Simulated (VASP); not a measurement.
A run of VASP 6.6.1:

The input INCAR:

```
SYSTEM = Zr2Ta3O2
  ALGO = Normal
  EDIFF = 1E-6
  ENCUT = 600
  GGA = PE
  GGA_COMPAT = .False.
  ISIF = 2
  ISMEAR = 0
  LASPH = .True.
  LCHARG = .False.
  LREAL = .False.
  LWAVE = .False.
  NBANDS = 44
  NELM = 120
  PREC = Accurate
  SIGMA = 0.2
```

Contents of KPOINTS:

```
k-points
0
Gamma
  4 4 3
  0 0 0
```

File POSCAR:

```
Zr2Ta3O2
1.0
    5.7369443819      0.0000000000      0.0000000000
   -2.8684721910      4.9683395748      0.0000000000
    0.0000000000      0.0000000000      7.6229558568
Zr Ta O
2 3 2
Direct
    0.6666666667      0.3333333333      0.7572113990
    0.6666666667      0.3333333333      0.2427886010
    0.2529536922      0.2938962135      0.0000000000
    0.7061037865      0.9590574787      0.0000000000
    0.0409425213      0.7470463078      0.0000000000
    0.6666666667      0.3333333333      0.5000000000
    0.3333333333      0.6666666667      0.0000000000
```

Potentials or basis: VASP PAW PBE potentials, release 64 (Zr_sv, Ta_pv, O).

Command:

```bash
$ cat potpaw_PBE.64/Zr_sv/POTCAR potpaw_PBE.64/Ta_pv/POTCAR potpaw_PBE.64/O/POTCAR > POTCAR
$ mpirun -np 1 vasp_std > vasp.out
```

Hardware: 1 thread of Intel Xeon 8259CL (shared host).

Problem. How long does it take, and how much memory?

Solution. Run time: 3.6 min on 1 thread of Intel Xeon 8259CL, on a shared host, peak memory 0.44 GiB. Counts: scf iterations 18, k points 8.
